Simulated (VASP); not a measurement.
# Lu2Si3P (P6/mmm) in VASP: further runs, part 2 of 2

VASP 6.6.1.

## Step 3: Single point, PBE

This run uses another cell than the first one, of 20.02 Å³/atom.

INCAR reads:

```
  PREC = Accurate
  ENCUT = 520
  EDIFF = 1E-6
  ISMEAR = 0
  SIGMA = 0.1
  LREAL = False
  LASPH = True
  NELM = 100
  ALGO = Normal
  ISIF = 2
  LWAVE = False
  LCHARG = False
  GGA = PE
  NBANDS = 42
```

KPOINTS reads:

```
Automatic mesh
0
Gamma
  3 3 4
```

POSCAR reads:

```
Lu2Si3P
1.0
    5.3650630352     -0.0000000027      0.0000000000
   -2.6825315153      4.6462808827      0.0000000000
    0.0000000000      0.0000000000      4.8190444428
Lu Si P
2 3 1
Direct
    0.6666666667      0.3333333333      0.0000000000
    0.3333333333      0.6666666667      0.0000000000
    0.0000000000      0.5000000000      0.5000000000
    0.5000000000      0.5000000000      0.5000000000
    0.5000000000      0.0000000000      0.5000000000
    0.0000000000      0.0000000000      0.0000000000
```

Potentials or basis: VASP PAW PBE potentials, release 64 (Lu, Si, P).

Command:

```sh
$ cat potpaw_PBE.64/Lu/POTCAR potpaw_PBE.64/Si/POTCAR potpaw_PBE.64/P/POTCAR > POTCAR
$ mpirun -np 1 vasp_std > vasp.out
```

OUTCAR:

```text
PREC = Accurate
   ENCUT = 520
   EDIFF = 1E-6
   ISMEAR = 0
   LREAL = False
   LASPH = True
   NELM = 100
   ISIF = 2
   GGA = PE

 ion  position               nearest neighbor table
   1  0.667  0.333  0.000-   5 2.86   5 2.86   3 2.86   3 2.86   4 2.86   4 2.86   2 3.10   2 3.10
                             6 3.10   6 3.10   6 3.10   2 3.10
   2  0.333  0.667  0.000-   5 2.86   5 2.86   3 2.86   3 2.86   4 2.86   4 2.86   1 3.10   1 3.10
                             6 3.10   6 3.10   6 3.10   1 3.10
   3  0.000  0.500  0.500-   5 2.68   5 2.68   4 2.68   4 2.68   1 2.86   2 2.86   1 2.86   2 2.86

   4  0.500  0.500  0.500-   5 2.68   5 2.68   3 2.68   3 2.68   1 2.86   2 2.86   1 2.86   2 2.86

   5  0.500  0.000  0.500-   3 2.68   3 2.68   4 2.68   4 2.68   1 2.86   2 2.86   1 2.86   2 2.86

   6  0.000  0.000  0.000-   1 3.10   2 3.10   2 3.10   1 3.10   1 3.10   2 3.10

  LATTYP: Found a hexagonal cell.
 ALAT       =     5.3650630352
 C/A-ratio  =     0.8982269940

  Lattice vectors:

 A1 = (   5.3650630352,  -0.0000000027,   0.0000000000)
 A2 = (  -2.6825315153,   4.6462808827,   0.0000000000)
 A3 = (   0.0000000000,   0.0000000000,   4.8190444428)

Analysis of symmetry for initial positions (statically):
=====================================================================
 Subroutine PRICEL returns:
 Original cell was already a primitive cell.

 Routine SETGRP: Setting up the symmetry group for a
 hexagonal supercell.

 Subroutine GETGRP returns: Found 24 space group operations
 (whereof 24 operations were pure point group operations)
 out of a pool of 24 trial point group operations.

The static configuration has the point symmetry D_6h.

Analysis of symmetry for dynamics (positions and initial velocities):
=====================================================================
 Subroutine PRICEL returns:
 Original cell was already a primitive cell.

 Routine SETGRP: Setting up the symmetry group for a
 hexagonal supercell.

 Subroutine GETGRP returns: Found 24 space group operations
 (whereof 24 operations were pure point group operations)
 out of a pool of 24 trial point group operations.

The dynamic configuration has the point symmetry D_6h.

 Subroutine INISYM returns: Found 24 space group operations
 (whereof 24 operations are pure point group operations),
 and found     1 'primitive' translations

----------------------------------------------------------------------------------------

                                     Primitive cell

  volume of cell :     120.1272

  direct lattice vectors                    reciprocal lattice vectors
     5.365063035 -0.000000003  0.000000000     0.186391100  0.107612952  0.000000000
    -2.682531515  4.646280883  0.000000000     0.000000000  0.215225903  0.000000000
     0.000000000  0.000000000  4.819044443     0.000000000  0.000000000  0.207510018

  length of vectors
     5.365063035  5.365063035  4.819044443     0.215225903  0.215225903  0.207510018

  position of ions in fractional coordinates (direct lattice)
     0.666666667  0.333333333  0.000000000
     0.333333333  0.666666667  0.000000000
     0.000000000  0.500000000  0.500000000
[... 41 lines left out ...]
  0.000000  0.000000  0.000000      1.000000
  0.333333  0.000000  0.000000      6.000000
  0.333333  0.333333  0.000000      2.000000
  0.000000  0.000000  0.250000      2.000000
  0.333333  0.000000  0.250000     12.000000
  0.333333  0.333333  0.250000      4.000000
  0.000000  0.000000  0.500000      1.000000
  0.333333  0.000000  0.500000      6.000000
  0.333333  0.333333  0.500000      2.000000
   k-points           NKPTS =      9   k-points in BZ     NKDIM =      9   number of bands    NBANDS=     42
   number of dos      NEDOS =    301   number of ions     NIONS =      6
   total plane-waves  NPLWV =  57600
   dimension x,y,z NGX =    40 NGY =   40 NGZ =   36
   dimension x,y,z NGXF=    80 NGYF=   80 NGZF=   72
   ions per type =               2   3   1
   NGX,Y,Z   is equivalent  to a cutoff of  12.39, 12.39, 12.42 a.u.
   NGXF,Y,Z  is equivalent  to a cutoff of  24.79, 24.79, 24.84 a.u.
 SYSTEM =  unknown system
   PREC   = accura    normal or accurate (medium, high low for compatibility)
   ISTART =      0    job   : 0-new  1-cont  2-samecut
   ICHARG =      2    charge: 1-file 2-atom 10-const
   ISPIN  =      1    spin polarized calculation?
   LNONCOLLINEAR =      F non collinear calculations
   LSORBIT =      F    spin-orbit coupling
   LASPH  =      T    aspherical Exc in radial PAW
   ENCUT  =  520.0 eV  38.22 Ry    6.18 a.u.   9.98  9.98  8.96*2*pi/ulx,y,z
   NELM   =    100;   NELMIN=  2; NELMDL= -5     # of ELM steps
   EDIFF  = 0.1E-05   stopping-criterion for ELM
   LREAL  =      F    real-space projection
   EDIFFG = 0.1E-04   stopping-criterion for IOM
   NSW    =      0    number of steps for IOM
   IBRION =     -1    ionic relax: 0-MD 1-quasi-New 2-CG
   NFREE  =      0    steps in history (QN), initial steepest desc. (CG)
   ISIF   =      2    stress and relaxation
   ISYM   =      2    0-nonsym 1-usesym 2-fastsym
   POTIM  = 0.5000    time-step for ionic-motion
   TEBEG  =    0.0;   TEEND  =   0.0 temperature during run
   PSTRESS=    0.0 pullay stress
   NELECT =      67.0000    total number of electrons
   NUPDOWN=      -1.0000    fix difference up-down
   EMIN   =  10.00;   EMAX   =-10.00  energy-range for DOS
   EFERMI =   0.00;   METHOD = LEGACY
   ISMEAR =     0;   SIGMA  =   0.10  broadening in eV -4-tet -1-fermi 0-gaus
   EFERMI_NEDOS =   21; number of points for ismear=-14 and -15
   IALGO  =     38    algorithm
   IMIX   =      4    mixing-type and parameters
     AMIX     =   0.40;   BMIX     =  1.00
     AMIX_MAG =   1.60;   BMIX_MAG =  1.00
  volume/ion in A,a.u.               =      20.02       135.11
  Fermi-wavevector in a.u.,A,eV,Ry     =   1.347574  2.546546 24.707585  1.815956
  Thomas-Fermi vector in A             =   2.475314
   LORBIT       =      0    0 simple, 1 ext, 2 COOP (PROOUT), +10 PAW based schemes
   GGA     = PE    functional components
   LHFCALC =     F    Hartree Fock is set to
   AEXX    =    0.0000 exact exchange contribution
   IVDW    =     0    specifies the selected vdW correction
   LEPSILON=     F    determine dielectric tensor
   LRPA    =     F    only Hartree local field effects (RPA)
 non-spin polarized calculation
 Gauss-broadening in eV      SIGMA  =   0.10
  energy-cutoff  :      520.00
  volume of cell :      120.13
 maximum number of plane-waves:      3258
 NGX is ok and might be reduce to    40
   NGX = 19   NGY = 19   NGZ = 17

 number of electron      67.0000009 magnetization

 Free energy of the ion-electron system (eV)
  ---------------------------------------------------
  ext. energy  EPLUGINS =         0.00000000
  ---------------------------------------------------
  free energy    TOTEN  =       -31.29860475 eV

  energy without entropy =      -31.26896784  energy(sigma->0) =      -31.28378629

 E-fermi :   5.0674     XC(G=0): -10.7300

 val. band max:        4.9780391859   @ k =   0.0000   0.0000   0.0000
 cond. band min:       5.1110662618   @ k =   0.3333   0.0000   0.2500
 fundamental gap:      0.1330270759
 Fermi energy:         5.0673835825

 k-point     1 :       0.0000    0.0000    0.0000
  band No.  band energies     occupation
      1     -50.5396      2.00000
      2     -50.4771      2.00000
      3     -21.5046      2.00000
      4     -21.5046      2.00000
      5     -21.2954      2.00000
      6     -21.1484      2.00000
[... 394 lines left out ...]
     41       8.6969      0.00000
     42       9.8438      0.00000

------------------------ aborting loop because EDIFF is reached ----------------------------------------

  FORCE on cell =-STRESS in cart. coord.  units (eV):
  Direction    XX          YY          ZZ          XY          YZ          ZX
  --------------------------------------------------------------------------------------
  -------------------------------------------------------------------------------------
  Total        0.1027145      0.1027145      0.3296737     -0.0000000      0.0000000      0.0000000
  in kB        1.3699382      1.3699382      4.3969712     -0.0000000      0.0000000      0.0000000
  external PRESSURE =       2.3789492 kB  Pullay stress =       0.0000000 kB

 VOLUME and BASIS-vectors are now :
 -----------------------------------------------------------------------------
  energy-cutoff  :      520.00
  volume of cell :      120.13
      direct lattice vectors                 reciprocal lattice vectors
     5.365063035 -0.000000003  0.000000000     0.186391100  0.107612952  0.000000000
    -2.682531515  4.646280883  0.000000000     0.000000000  0.215225903  0.000000000
     0.000000000  0.000000000  4.819044443     0.000000000  0.000000000  0.207510018

 POSITION                                       TOTAL-FORCE (eV/Angst)
 -----------------------------------------------------------------------------------
      2.68253      1.54876      0.00000         0.000000     -0.000000     -0.000000
      0.00000      3.09752      0.00000        -0.000000      0.000000      0.000000
     -1.34127      2.32314      2.40952        -0.000000      0.000000      0.000000
      1.34127      2.32314      2.40952        -0.000000      0.000000      0.000000
      2.68253     -0.00000      2.40952        -0.000000      0.000000      0.000000
      0.00000      0.00000      0.00000        -0.000000      0.000000      0.000000
 -----------------------------------------------------------------------------------
    total drift:                                0.000000     -0.000000      0.000000

  FREE ENERGIE OF THE ION-ELECTRON SYSTEM (eV)
  ---------------------------------------------------
  free  energy   TOTEN  =       -31.2986047506 eV

  energy  without entropy=      -31.2689678365  energy(sigma->0) =      -31.28378629
```

It took 57 s on 1 thread of Intel Xeon Platinum 8259CL at 2.50GHz (Skylake/Cascade Lake), shared host; peak memory 0.25 GiB.

What came out:

```
Free energy            : -31.2986 eV
Pressure               : 0.2 GPa
Band gap on the k mesh : zero (an odd number of electrons rules out a gap without spin polarisation)
```

Caveat: the k points lie up to 0.45 Å⁻¹ apart, too coarse for converged energies and pressures of a metal; spin-orbit coupling is left out, which moves the levels of the heavy elements.

## Step 4: Single point, PBE

This run uses another cell than the first one, of 19.63 Å³/atom.

INCAR reads:

```
SYSTEM = Lu2Si3P
PREC = Accurate ; ENCUT = 520
EDIFF = 1E-6 ; ISMEAR = 0
SIGMA = 0.1 ; LREAL = .False.
LASPH = .True. ; NELM = 80
ALGO = Normal ; ISIF = 2
LWAVE = .False. ; LCHARG = .False.
GGA = PE ; NBANDS = 42
```

KPOINTS reads:

```
Automatic mesh
0
Gamma
  6 6 4
  0 0 0
```

Changes to POSCAR since step 3:

```diff
@@ -2,5 +2,5 @@
 1.0
-    5.3650630352     -0.0000000027      0.0000000000
-   -2.6825315153      4.6462808827      0.0000000000
-    0.0000000000      0.0000000000      4.8190444428
+    5.2233697274      0.0000000000      0.0000000000
+   -2.6116848637      4.5235708773      0.0000000000
+    0.0000000000      0.0000000000      4.9848855568
 Lu Si P
```

Potentials or basis: VASP PAW PBE potentials, release 64 (Lu, Si, P).

Command:

```sh
$ cat potpaw_PBE.64/Lu/POTCAR potpaw_PBE.64/Si/POTCAR potpaw_PBE.64/P/POTCAR > POTCAR
$ mpirun -np 1 vasp_std > vasp.out
```

OUTCAR:

```text
SYSTEM = Lu2Si3P
   PREC = Accurate
   ENCUT = 520
   EDIFF = 1E-6
   ISMEAR = 0
   LREAL = .False.
   LASPH = .True.
   NELM = 80
   ISIF = 2
   GGA = PE

 ion  position               nearest neighbor table
   1  0.667  0.333  0.000-   3 2.91   3 2.91   5 2.91   5 2.91   4 2.91   4 2.91   6 3.02   2 3.02
                             2 3.02   6 3.02   6 3.02   2 3.02
   2  0.333  0.667  0.000-   3 2.91   3 2.91   5 2.91   5 2.91   4 2.91   4 2.91   6 3.02   1 3.02
                             1 3.02   6 3.02   6 3.02   1 3.02
   3  0.000  0.500  0.500-   4 2.61   4 2.61   5 2.61   5 2.61   1 2.91   2 2.91   1 2.91   2 2.91

[... 1153 lines left out ...]
  Total        0.0736713      0.0736713      0.2354503      0.0000000      0.0000000      0.0000000
  in kB        1.0021249      1.0021249      3.2027456      0.0000000      0.0000000      0.0000000
  external PRESSURE =       1.7356651 kB  Pullay stress =       0.0000000 kB

 VOLUME and BASIS-vectors are now :
 -----------------------------------------------------------------------------
  energy-cutoff  :      520.00
  volume of cell :      117.78
      direct lattice vectors                 reciprocal lattice vectors
     5.223369727  0.000000000  0.000000000     0.191447294  0.110532147  0.000000000
    -2.611684864  4.523570877  0.000000000     0.000000000  0.221064293  0.000000000
     0.000000000  0.000000000  4.984885557     0.000000000  0.000000000  0.200606411

 POSITION                                       TOTAL-FORCE (eV/Angst)
 -----------------------------------------------------------------------------------
      2.61168      1.50786      0.00000        -0.000000      0.000000     -0.000000
     -0.00000      3.01571      0.00000         0.000000      0.000000      0.000000
     -1.30584      2.26179      2.49244        -0.000000      0.000000      0.000000
      1.30584      2.26179      2.49244        -0.000000      0.000000      0.000000
      2.61168      0.00000      2.49244        -0.000000      0.000000      0.000000
      0.00000      0.00000      0.00000        -0.000000      0.000000      0.000000
 -----------------------------------------------------------------------------------
    total drift:                                0.000000     -0.000000      0.000000

  FREE ENERGIE OF THE ION-ELECTRON SYSTEM (eV)
  ---------------------------------------------------
  free  energy   TOTEN  =       -31.4033045585 eV

  energy  without entropy=      -31.3779619883  energy(sigma->0) =      -31.39063327
```

stdout:

```text
POSCAR found type information on POSCAR LuSiP
 POSCAR found :  3 types and       6 ions
 scaLAPACK will be used
 LDA part: xc-table for (Slater+PW92), standard interpolation
 POSCAR, INCAR and KPOINTS ok, starting setup
 FFT: planning ... GRIDC
 FFT: planning ... GRID_SOFT
 FFT: planning ... GRID
 WAVECAR not read
 entering main loop
```

Wall time 2 min (1 thread of Intel Xeon Platinum 8259CL at 2.50GHz (Skylake/Cascade Lake), shared host); peak memory 0.29 GiB.

What came out:

```
Free energy            : -31.4033 eV
Pressure               : 0.2 GPa
Band gap on the k mesh : zero (an odd number of electrons rules out a gap without spin polarisation)
```

Stress tensor (GPa, compression positive):
```
0.10 0.00 0.00
0.00 0.10 0.00
0.00 0.00 0.32
```

Caveat: spin-orbit coupling is left out, which moves the levels of the heavy elements.

## Step 5: Summary

```tsv
cell	k mesh	gap on the mesh (eV)	pressure (GPa)
a = 5.796, b = 5.796, c = 3.817 Å, angles 90.0, 90.0, 120.0°, 6 atoms	3 × 3 × 4	none	19.0
a = 5.365, b = 5.365, c = 4.819 Å, angles 90.0, 90.0, 120.0°, 6 atoms	3 × 3 × 4	none	0.2
a = 5.223, b = 5.223, c = 4.985 Å, angles 90.0, 90.0, 120.0°, 6 atoms	6 × 6 × 4	none	0.2
```

Alike in all rows: task single point; level PBE; potentials or basis VASP PAW PBE potentials, release 64 (Lu, Si, P); no spin polarisation; cutoff (eV) 520; smearing gaussian 0.1 eV.

Caveats: some runs use coarse meshes; spin-orbit coupling is left out, which moves the levels of the heavy elements.

Absolute energies hang on the potentials; compare differences alone.

The gap in the log of VASP goes by the Fermi energy; the results here count the filled bands.